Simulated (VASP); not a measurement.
# Ti3ZnH (Pm-3m) in VASP: a series of runs

Ti3ZnH is run at these levels: PBE; tasks: single point.

Everything below comes from runs of VASP 6.6.1. Logs are shortened: lines on timing, memory, paths and dates and some standing lists are left out, and cuts for length are marked.

**1. The cell of the first run**

It takes space group Pm-3m (No. 221, cubic). The conventional cell has a = 4.047 Å, b = 4.047 Å, c = 4.047 Å, α = 90.00°, β = 90.00°, γ = 90.00°. Ti (site symmetry 4/mmm) has 2 H at 2.02 Å within 2.7 Å. Within 3.8 Å of Zn (site symmetry m-3m) lie 12 Ti at 2.86 Å and 8 H at 3.51 Å. Within 2.7 Å of H (site symmetry m-3m) lie 6 Ti at 2.02 Å.

**2. Single point, PBE**

Input file INCAR:

```
PREC = Accurate ; ENCUT = 520
EDIFF = 1E-6 ; ISMEAR = 0
SIGMA = 0.1 ; LREAL = F
LASPH = T ; NELM = 60
ALGO = Normal ; ISIF = 2
LWAVE = F ; LCHARG = F
GGA = PE ; NBANDS = 32
```

Input file KPOINTS:

```
Automatic mesh
0
Gamma
  10 10 10
```

Input file POSCAR:

```
Ti3ZnH
1.0
    4.0472795000      0.0000000000      0.0000000000
    0.0000000000      4.0472795000      0.0000000000
    0.0000000000      0.0000000000      4.0472795000
Ti Zn H
3 1 1
Direct
    0.0000000000      0.5000000000      0.5000000000
    0.5000000000      0.5000000000      0.0000000000
    0.5000000000      0.0000000000      0.5000000000
    0.0000000000      0.0000000000      0.0000000000
    0.5000000000      0.5000000000      0.5000000000
```

Potentials or basis: VASP PAW PBE potentials, release 64 (Ti_sv, Zn, H).

On the command line:

```
$ cat potpaw_PBE.64/Ti_sv/POTCAR potpaw_PBE.64/Zn/POTCAR potpaw_PBE.64/H/POTCAR > POTCAR
$ mpirun -np 1 vasp_std > vasp.out
```

OUTCAR:

```text
PREC = Accurate
   ENCUT = 520
   EDIFF = 1E-6
   ISMEAR = 0
   LREAL = F
   LASPH = T
   NELM = 60
   ISIF = 2
   GGA = PE

 ion  position               nearest neighbor table
   1  0.000  0.500  0.500-   2 2.86   3 2.86   4 2.86   2 2.86   4 2.86   3 2.86   4 2.86   4 2.86
                             2 2.86   3 2.86   2 2.86   3 2.86
   2  0.500  0.500  0.000-   1 2.86   3 2.86   4 2.86   1 2.86   3 2.86   3 2.86   4 2.86   3 2.86
                             1 2.86   4 2.86   1 2.86   4 2.86
   3  0.500  0.000  0.500-   1 2.86   2 2.86   4 2.86   2 2.86   4 2.86   1 2.86   2 2.86   2 2.86
                             1 2.86   4 2.86   4 2.86   1 2.86
   4  0.000  0.000  0.000-   1 2.86   2 2.86   3 2.86   1 2.86   3 2.86   1 2.86   2 2.86   1 2.86
                             2 2.86   3 2.86   3 2.86   2 2.86
   5  0.500  0.500  0.500-

  LATTYP: Found a simple cubic cell.
 ALAT       =     4.0472795000

  Lattice vectors:

 A1 = (   4.0472795000,   0.0000000000,   0.0000000000)
 A2 = (   0.0000000000,   4.0472795000,   0.0000000000)
 A3 = (   0.0000000000,   0.0000000000,   4.0472795000)

Analysis of symmetry for initial positions (statically):
=====================================================================
 Subroutine PRICEL returns:
 Original cell was already a primitive cell.

 Routine SETGRP: Setting up the symmetry group for a
 simple cubic supercell.

 Subroutine GETGRP returns: Found 48 space group operations
 (whereof 48 operations were pure point group operations)
 out of a pool of 48 trial point group operations.

The static configuration has the point symmetry O_h .

Analysis of symmetry for dynamics (positions and initial velocities):
=====================================================================
 Subroutine PRICEL returns:
 Original cell was already a primitive cell.

 Routine SETGRP: Setting up the symmetry group for a
 simple cubic supercell.

 Subroutine GETGRP returns: Found 48 space group operations
 (whereof 48 operations were pure point group operations)
 out of a pool of 48 trial point group operations.

The dynamic configuration has the point symmetry O_h .

 Subroutine INISYM returns: Found 48 space group operations
 (whereof 48 operations are pure point group operations),
 and found     1 'primitive' translations

----------------------------------------------------------------------------------------

                                     Primitive cell

[... 91 lines left out ...]
   LNONCOLLINEAR =      F non collinear calculations
   LSORBIT =      F    spin-orbit coupling
   LASPH  =      T    aspherical Exc in radial PAW
   ENCUT  =  520.0 eV  38.22 Ry    6.18 a.u.   7.53  7.53  7.53*2*pi/ulx,y,z
   NELM   =     60;   NELMIN=  2; NELMDL= -5     # of ELM steps
   EDIFF  = 0.1E-05   stopping-criterion for ELM
   LREAL  =      F    real-space projection
   EDIFFG = 0.1E-04   stopping-criterion for IOM
   NSW    =      0    number of steps for IOM
   IBRION =     -1    ionic relax: 0-MD 1-quasi-New 2-CG
   NFREE  =      0    steps in history (QN), initial steepest desc. (CG)
   ISIF   =      2    stress and relaxation
   ISYM   =      2    0-nonsym 1-usesym 2-fastsym
   POTIM  = 0.5000    time-step for ionic-motion
   TEBEG  =    0.0;   TEEND  =   0.0 temperature during run
   PSTRESS=    0.0 pullay stress
   NELECT =      49.0000    total number of electrons
   NUPDOWN=      -1.0000    fix difference up-down
   EMIN   =  10.00;   EMAX   =-10.00  energy-range for DOS
   EFERMI =   0.00;   METHOD = LEGACY
   ISMEAR =     0;   SIGMA  =   0.10  broadening in eV -4-tet -1-fermi 0-gaus
   EFERMI_NEDOS =   21; number of points for ismear=-14 and -15
   IALGO  =     38    algorithm
   IMIX   =      4    mixing-type and parameters
     AMIX     =   0.40;   BMIX     =  1.00
     AMIX_MAG =   1.60;   BMIX_MAG =  1.00
  volume/ion in A,a.u.               =      13.26        89.48
  Fermi-wavevector in a.u.,A,eV,Ry     =   1.480166  2.797108 29.808874  2.190890
  Thomas-Fermi vector in A             =   2.594233
   LORBIT       =      0    0 simple, 1 ext, 2 COOP (PROOUT), +10 PAW based schemes
   GGA     = PE    functional components
   LHFCALC =     F    Hartree Fock is set to
   AEXX    =    0.0000 exact exchange contribution
   IVDW    =     0    specifies the selected vdW correction
   LEPSILON=     F    determine dielectric tensor
   LRPA    =     F    only Hartree local field effects (RPA)
 non-spin polarized calculation
 Gauss-broadening in eV      SIGMA  =   0.10
  energy-cutoff  :      520.00
  volume of cell :       66.30
 maximum number of plane-waves:      1806
   NGX = 15   NGY = 15   NGZ = 15

 number of electron      49.0000017 magnetization

 Free energy of the ion-electron system (eV)
  ---------------------------------------------------
  ext. energy  EPLUGINS =         0.00000000
  ---------------------------------------------------
  free energy    TOTEN  =       -29.30503207 eV

  energy without entropy =      -29.29415770  energy(sigma->0) =      -29.29959489

 E-fermi :   7.2990     XC(G=0): -11.7461

 val. band max:        7.2646521538   @ k =   0.4000   0.3000   0.0000
 cond. band min:       7.3335984173   @ k =   0.4000   0.0000   0.0000
 fundamental gap:      0.0689462635
 Fermi energy:         7.2989790651

 k-point     1 :       0.0000    0.0000    0.0000
  band No.  band energies     occupation
      1     -49.3893      2.00000
      2     -49.2392      2.00000
      3     -49.2392      2.00000
      4     -25.8499      2.00000
      5     -25.8499      2.00000
      6     -25.8499      2.00000
[... 829 lines left out ...]
     31       9.8781      0.00000
     32       9.9816      0.00000

 [... further k-points ...]
[... 5 lines left out ...]
  --------------------------------------------------------------------------------------
  -------------------------------------------------------------------------------------
  Total        0.0045461      0.0045461      0.0045461      0.0000000     -0.0000000      0.0000000
  in kB        0.1098661      0.1098661      0.1098661      0.0000000     -0.0000000      0.0000000
  external PRESSURE =       0.1098661 kB  Pullay stress =       0.0000000 kB

 VOLUME and BASIS-vectors are now :
 -----------------------------------------------------------------------------
  energy-cutoff  :      520.00
  volume of cell :       66.30
      direct lattice vectors                 reciprocal lattice vectors
     4.047279500  0.000000000  0.000000000     0.247079551  0.000000000  0.000000000
     0.000000000  4.047279500  0.000000000     0.000000000  0.247079551  0.000000000
     0.000000000  0.000000000  4.047279500     0.000000000  0.000000000  0.247079551

 POSITION                                       TOTAL-FORCE (eV/Angst)
 -----------------------------------------------------------------------------------
      0.00000      2.02364      2.02364         0.000000      0.000000      0.000000
      2.02364      2.02364      0.00000         0.000000      0.000000      0.000000
      2.02364      0.00000      2.02364         0.000000      0.000000      0.000000
      0.00000      0.00000      0.00000         0.000000      0.000000      0.000000
      2.02364      2.02364      2.02364         0.000000      0.000000      0.000000
 -----------------------------------------------------------------------------------
    total drift:                                0.000000      0.000000     -0.000000

  FREE ENERGIE OF THE ION-ELECTRON SYSTEM (eV)
  ---------------------------------------------------
  free  energy   TOTEN  =       -29.3050320697 eV

  energy  without entropy=      -29.2941577048  energy(sigma->0) =      -29.29959489
```

Wall time 1.7 min (1 thread of AMD EPYC 7R43 (Zen 3), shared host); peak memory 0.2 GiB.

What came out:

- Free energy: -29.3050 eV
- Pressure: 0.0 GPa

Levels at points of the mesh, in eV from the Fermi level:
```tsv
k point	band 23	band 24	band 25	band 26	band 27	band 28
(0.00, 0.00, 0.00)	-1.01	-1.01	1.72	1.72	1.72	2.03
(0.50, 0.00, 0.00)	-0.77	0.22	0.38	0.38	1.07	1.10
(0.50, 0.50, 0.00)	-0.62	-0.31	-0.31	0.72	0.72	1.47
(0.50, 0.50, 0.50)	-0.38	-0.38	-0.38	0.72	0.72	0.72
```

**3. Single point, PBE (volume scaled by 1.03)**

Input file INCAR:

```
SYSTEM = Ti3ZnH
  PREC = Accurate
  ENCUT = 520
  EDIFF = 1E-7
  ISMEAR = 0
  SIGMA = 0.1
  LREAL = .False.
  LASPH = .True.
  NELM = 100
  ALGO = Normal
  ISIF = 2
  LWAVE = .False.
  LCHARG = .False.
  GGA = PE
  NBANDS = 32
```

Input file KPOINTS:

```
regular mesh
0
Gamma
  10 10 10
  0 0 0
```

Edit POSCAR of step 2 so:

```diff
@@ -2,5 +2,5 @@
 1.0
-    4.0472795000      0.0000000000      0.0000000000
-    0.0000000000      4.0472795000      0.0000000000
-    0.0000000000      0.0000000000      4.0472795000
+    4.0873541805      0.0000000000      0.0000000000
+    0.0000000000      4.0873541805      0.0000000000
+    0.0000000000      0.0000000000      4.0873541805
 Ti Zn H
```

Potentials or basis: VASP PAW PBE potentials, release 64 (Ti_sv, Zn, H).

On the command line:

```
$ cat potpaw_PBE.64/Ti_sv/POTCAR potpaw_PBE.64/Zn/POTCAR potpaw_PBE.64/H/POTCAR > POTCAR
$ mpirun -np 1 vasp_std > vasp.out
```

Run time: 90 s. Hardware: 1 thread of AMD EPYC 7R43 (Zen 3), shared host; peak memory 0.21 GiB.

Results (log left out):

- Free energy: -29.2849 eV
- Pressure: -3.3 GPa

Levels at points of the mesh, in eV from the Fermi level:
```csv
k point,band 22,band 23,band 24,band 25,band 26,band 27,band 28,band 29
"(0.00, 0.00, 0.00)",-1.01,-0.98,-0.98,1.64,1.64,1.64,1.96,1.96
"(0.50, 0.00, 0.00)",-0.89,-0.74,0.21,0.35,0.35,1.03,1.07,1.44
"(0.50, 0.50, 0.00)",-0.96,-0.61,-0.28,-0.28,0.69,0.69,1.43,1.43
"(0.50, 0.50, 0.50)",-2.00,-0.39,-0.39,-0.39,0.70,0.70,0.70,1.69
```

**4. Single point, PBE (volume scaled by 1.06)**

Edit INCAR of step 3 so:

```diff
@@ -3,3 +3,3 @@
   ENCUT = 520
-  EDIFF = 1E-7
+  EDIFF = 1E-6
   ISMEAR = 0
```

KPOINTS is that of step 3.

Edit POSCAR of step 3 so:

```diff
@@ -2,5 +2,5 @@
 1.0
-    4.0873541805      0.0000000000      0.0000000000
-    0.0000000000      4.0873541805      0.0000000000
-    0.0000000000      0.0000000000      4.0873541805
+    4.1266580741      0.0000000000      0.0000000000
+    0.0000000000      4.1266580741      0.0000000000
+    0.0000000000      0.0000000000      4.1266580741
 Ti Zn H
```

On the command line:

```
$ cat potpaw_PBE.64/Ti_sv/POTCAR potpaw_PBE.64/Zn/POTCAR potpaw_PBE.64/H/POTCAR > POTCAR
$ mpirun -np 1 vasp_std > vasp.out
```

It took 91 s on 1 thread of AMD EPYC 7R43 (Zen 3), shared host; peak memory 0.21 GiB.

The run converged. Its results:

```yaml
Free_energy: -29.2265 eV
Pressure: -6.1 GPa
```

Levels at points of the mesh, in eV from the Fermi level:
| k point | band 23 | band 24 | band 25 | band 26 | band 27 | band 28 |
| --- | --- | --- | --- | --- | --- | --- |
| (0.00, 0.00, 0.00) | -0.96 | -0.96 | 1.57 | 1.57 | 1.57 | 1.88 |
| (0.50, 0.00, 0.00) | -0.70 | 0.20 | 0.32 | 0.32 | 1.00 | 1.03 |
| (0.50, 0.50, 0.00) | -0.60 | -0.26 | -0.26 | 0.67 | 0.67 | 1.38 |
| (0.50, 0.50, 0.50) | -0.41 | -0.41 | -0.41 | 0.68 | 0.68 | 0.68 |

**5. Single point, PBE (volume scaled by 1.10)**

Input file INCAR:

```
SYSTEM = Ti3ZnH
ALGO     = Normal         ! electronic algorithm
EDIFF    = 1E-7           ! SCF threshold, eV
ENCUT    = 520            ! plane-wave cutoff, eV
GGA      = PE             ! functional
ISIF     = 2              ! what is computed and relaxed
ISMEAR   = 0              ! smearing method
LASPH    = .True.         ! aspherical terms in the spheres
LCHARG   = .False.        ! write CHGCAR
LREAL    = .False.        ! projectors in reciprocal space
LWAVE    = .False.        ! write WAVECAR
NBANDS   = 32             ! bands
NELM     = 60             ! most SCF steps
PREC     = Accurate       ! precision mode
SIGMA    = 0.1            ! smearing width, eV
```

Input file KPOINTS:

```
k-points
0
Gamma
  10 10 10
  0 0 0
```

Edit POSCAR of step 4 so:

```diff
@@ -2,5 +2,5 @@
 1.0
-    4.1266580741      0.0000000000      0.0000000000
-    0.0000000000      4.1266580741      0.0000000000
-    0.0000000000      0.0000000000      4.1266580741
+    4.1779261495      0.0000000000      0.0000000000
+    0.0000000000      4.1779261495      0.0000000000
+    0.0000000000      0.0000000000      4.1779261495
 Ti Zn H
```

On the command line:

```
$ cat potpaw_PBE.64/Ti_sv/POTCAR potpaw_PBE.64/Zn/POTCAR potpaw_PBE.64/H/POTCAR > POTCAR
$ mpirun -np 1 vasp_std > vasp.out
```

Run time: 2.3 min. Hardware: 1 thread of AMD EPYC 7R43 (Zen 3), shared host; peak memory 0.22 GiB.

Results (log left out):

- Free energy: -29.0982 eV
- Pressure: -9.4 GPa

Levels at points of the mesh, in eV from the Fermi level:
```tsv
k point	band 21	band 22	band 23	band 24	band 25	band 26	band 27	band 28	band 29	band 30
(0.00, 0.00, 0.00)	-0.93	-0.93	-0.93	-0.93	1.48	1.48	1.48	1.79	1.79	1.79
(0.50, 0.00, 0.00)	-0.83	-0.83	-0.66	0.19	0.29	0.29	0.96	0.98	1.33	1.75
(0.50, 0.50, 0.00)	-2.73	-0.86	-0.58	-0.24	-0.24	0.63	0.63	1.33	1.33	1.54
(0.50, 0.50, 0.50)	-1.93	-1.93	-0.42	-0.42	-0.42	0.65	0.65	0.65	1.57	1.57
```

**6. The runs side by side**

```tsv
cell	gap on the mesh (eV)	pressure (GPa)
a = 4.047 Å, 5 atoms	none	0.0
a = 4.087 Å, 5 atoms	none	-3.3
a = 4.127 Å, 5 atoms	none	-6.1
a = 4.178 Å, 5 atoms	none	-9.4
```

Alike in all rows: task single point; level PBE; potentials or basis VASP PAW PBE potentials, release 64 (Ti_sv, Zn, H); no spin polarisation; k mesh 10 × 10 × 10; cutoff (eV) 520; smearing gaussian 0.1 eV.

Total energies depend on the potentials used, so only differences within one code and one set of settings carry meaning.
